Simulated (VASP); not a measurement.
# Cu (Pm-3m) in VASP: a series of runs, part 2 of 2

VASP 6.6.1. The steps go on from the part before.

**3. Single point, LDA (volume scaled by 1.04)**

INCAR reads:

```
SYSTEM = Cu
PREC     = Accurate       ! precision mode
ENCUT    = 520            ! plane-wave cutoff, eV
EDIFF    = 1E-7           ! SCF threshold, eV
ISMEAR   = -1             ! smearing method
SIGMA    = 0.1            ! smearing width, eV
LREAL    = .False.        ! projectors in reciprocal space
LASPH    = .True.         ! aspherical terms in the spheres
NELM     = 60             ! most SCF steps
ALGO     = Normal         ! electronic algorithm
ISIF     = 2              ! what is computed and relaxed
LWAVE    = .False.        ! write WAVECAR
LCHARG   = .True.         ! write CHGCAR
LELF     = .True.         ! ELF
LVHAR    = .True.       
NBANDS   = 12             ! bands
```

KPOINTS reads:

```
Automatic mesh
0
Gamma
  15 15 15
  0 0 0
```

POSCAR reads:

```
Cu
1.0
    2.3574497563      0.0000000000      0.0000000000
    0.0000000000      2.3574497563      0.0000000000
    0.0000000000      0.0000000000      2.3574497563
Cu
1
Direct
    0.0000000000      0.0000000000      0.0000000000
```

Potentials or basis: VASP PAW LDA potentials, release 64 (Cu).

The run is started by

```
$ cat potpaw_LDA.64/Cu/POTCAR > POTCAR
$ mpirun -np 1 vasp_std > vasp.out
```

OUTCAR:

```text
SYSTEM = Cu
   PREC = Accurate
   ENCUT = 520
   EDIFF = 1E-7
   ISMEAR = -1
   LREAL = .False.
   LASPH = .True.
   NELM = 60
   ISIF = 2

 ion  position               nearest neighbor table
   1  0.000  0.000  0.000-

  LATTYP: Found a simple cubic cell.
 ALAT       =     2.3574497563

  Lattice vectors:

 A1 = (   2.3574497563,   0.0000000000,   0.0000000000)
 A2 = (   0.0000000000,   2.3574497563,   0.0000000000)
 A3 = (   0.0000000000,   0.0000000000,   2.3574497563)

Analysis of symmetry for initial positions (statically):
=====================================================================
 Subroutine PRICEL returns:
 Original cell was already a primitive cell.

 Routine SETGRP: Setting up the symmetry group for a
 simple cubic supercell.

 Subroutine GETGRP returns: Found 48 space group operations
 (whereof 48 operations were pure point group operations)
 out of a pool of 48 trial point group operations.

The static configuration has the point symmetry O_h .

Analysis of symmetry for dynamics (positions and initial velocities):
=====================================================================
 Subroutine PRICEL returns:
 Original cell was already a primitive cell.

 Routine SETGRP: Setting up the symmetry group for a
 simple cubic supercell.

 Subroutine GETGRP returns: Found 48 space group operations
 (whereof 48 operations were pure point group operations)
 out of a pool of 48 trial point group operations.

The dynamic configuration has the point symmetry O_h .

 Subroutine INISYM returns: Found 48 space group operations
 (whereof 48 operations are pure point group operations),
 and found     1 'primitive' translations

----------------------------------------------------------------------------------------

                                     Primitive cell

  volume of cell :      13.1017
[... 106 lines left out ...]
     AMIX     =   0.40;   BMIX     =  1.00
     AMIX_MAG =   1.60;   BMIX_MAG =  1.00
  volume/ion in A,a.u.               =      13.10        88.41
  Fermi-wavevector in a.u.,A,eV,Ry     =   1.544412  2.918516 32.452748  2.385210
  Thomas-Fermi vector in A             =   2.649937
   LORBIT       =      0    0 simple, 1 ext, 2 COOP (PROOUT), +10 PAW based schemes
   GGA     = CA    functional components
   LHFCALC =     F    Hartree Fock is set to
   AEXX    =    0.0000 exact exchange contribution
   IVDW    =     0    specifies the selected vdW correction
   LEPSILON=     F    determine dielectric tensor
   LRPA    =     F    only Hartree local field effects (RPA)
 non-spin polarized calculation
  energy-cutoff  :      520.00
  volume of cell :       13.10
 maximum number of plane-waves:       365
 NGX is ok and might be reduce to    18
   NGX =  9   NGY =  9   NGZ =  9

 number of electron      11.0000024 magnetization

 Free energy of the ion-electron system (eV)
  ---------------------------------------------------
  ext. energy  EPLUGINS =         0.00000000
  ---------------------------------------------------
  free energy    TOTEN  =        -4.17644435 eV

  energy without entropy =       -4.16891592  energy(sigma->0) =       -4.17268014

 E-fermi :   5.9062     XC(G=0): -12.4155

 val. band max:        5.8369341391   @ k =   0.3333   0.3333   0.1333
 cond. band min:       6.1369937120   @ k =   0.4000   0.2000   0.2000
 fundamental gap:      0.3000595729
 Fermi energy:         5.9062415052

 k-point     1 :       0.0000    0.0000    0.0000
  band No.  band energies     occupation
      1      -2.4383      2.00000
      2       1.8597      2.00000
      3       1.8597      2.00000
      4       4.6134      2.00000
      5       4.6134      2.00000
      6       4.6134      2.00000
      7      24.0883      0.00000
      8      24.0883      0.00000
      9      24.0883      0.00000
     10      27.6931      0.00000
     11      27.6931      0.00000
     12      31.8781      0.00000
[... 331 lines left out ...]
 k-point    24 :       0.3333    0.2000    0.0000
  band No.  band energies     occupation
      1       1.0900      2.00000
      2       2.3955      2.00000
      3       3.0175      2.00000
      4       4.0157      2.00000
      5       4.2836      2.00000
      6       4.3916      2.00000
      7      12.7002      0.00000
      8      20.1083      0.00000
      9      28.4735      0.00000
     10      29.2210      0.00000
     11      30.7903      0.00000
     12      38.1441      0.00000

 [... further k-points ...]
[... 5 lines left out ...]
  --------------------------------------------------------------------------------------
  -------------------------------------------------------------------------------------
  Total       -0.3596722     -0.3596722     -0.3596722      0.0000000      0.0000000     -0.0000000
  in kB      -43.9835372    -43.9835372    -43.9835372      0.0000000      0.0000000     -0.0000000
  external PRESSURE =     -43.9835372 kB  Pullay stress =       0.0000000 kB

 VOLUME and BASIS-vectors are now :
 -----------------------------------------------------------------------------
  energy-cutoff  :      520.00
  volume of cell :       13.10
      direct lattice vectors                 reciprocal lattice vectors
     2.357449756  0.000000000  0.000000000     0.424187195  0.000000000  0.000000000
     0.000000000  2.357449756  0.000000000     0.000000000  0.424187195  0.000000000
     0.000000000  0.000000000  2.357449756     0.000000000  0.000000000  0.424187195

 POSITION                                       TOTAL-FORCE (eV/Angst)
 -----------------------------------------------------------------------------------
      0.00000      0.00000      0.00000         0.000000      0.000000      0.000000
 -----------------------------------------------------------------------------------
    total drift:                                0.000000      0.000000     -0.000000

  FREE ENERGIE OF THE ION-ELECTRON SYSTEM (eV)
  ---------------------------------------------------
  free  energy   TOTEN  =        -4.1764443532 eV

  energy  without entropy=       -4.1689159193  energy(sigma->0) =       -4.17268014
```

stdout:

```text
POSCAR found type information on POSCAR Cu
 POSCAR found :  1 types and       1 ions
 scaLAPACK will be used
 LDA part: xc-table for (Slater(with rela. corr.)+CA(PZ))
 , standard interpolation
 POSCAR, INCAR and KPOINTS ok, starting setup
 FFT: planning ... GRIDC
 FFT: planning ... GRID_SOFT
 FFT: planning ... GRID
 WAVECAR not read
 entering main loop
```

It took 17 s on 1 thread of AMD EPYC 7R13, shared host; peak memory 0.09 GiB.

What came out:

```
Free energy : -4.1764 eV
Pressure    : -4.4 GPa
```

**4. Single point, LDA (volume scaled by 1.08)**

INCAR reads:

```
PREC = Accurate
ENCUT = 520
EDIFF = 1E-7
ISMEAR = -1
SIGMA = 0.1
LREAL = F
LASPH = T
NELM = 80
ALGO = Normal
ISIF = 2
LWAVE = F
LCHARG = T
GGA = CA
LELF = T
LVHAR = T
NBANDS = 12
```

KPOINTS reads:

```
Automatic mesh
0
Gamma
  15 15 15
```

POSCAR reads:

```
Cu
1.0
    2.3872940607      0.0000000000      0.0000000000
    0.0000000000      2.3872940607      0.0000000000
    0.0000000000      0.0000000000      2.3872940607
Cu
1
Direct
    0.0000000000      0.0000000000      0.0000000000
```

The run is started by

```
$ cat potpaw_LDA.64/Cu/POTCAR > POTCAR
$ mpirun -np 1 vasp_std > vasp.out
```

It took 19 s on 1 thread of AMD EPYC 7R13, shared host; peak memory 0.09 GiB.

It converged, with:

| Quantity | Value |
| --- | --- |
| Free energy | -4.1564 eV |
| Pressure | -8.4 GPa |

Levels at points of the mesh, in eV from the Fermi level:
| k point | band 4 | band 5 | band 6 | band 7 | band 8 | band 9 |
| --- | --- | --- | --- | --- | --- | --- |
| (0.00, 0.00, 0.00) | -1.28 | -1.28 | -1.28 | 17.76 | 17.76 | 17.76 |

**5. The runs side by side**

```csv
cell,gap on the mesh (eV),pressure (GPa)
"a = 2.327 Å, 1 atom",none,0.8
"a = 2.357 Å, 1 atom",none,-4.4
"a = 2.387 Å, 1 atom",none,-8.4
```

Alike in all rows: task single point; level LDA; potentials or basis VASP PAW LDA potentials, release 64 (Cu); no spin polarisation; k mesh 15 × 15 × 15; cutoff (eV) 520; smearing fermi-dirac 0.1 eV.

Total energies depend on the potentials used, so only differences within one code and one set of settings carry meaning.
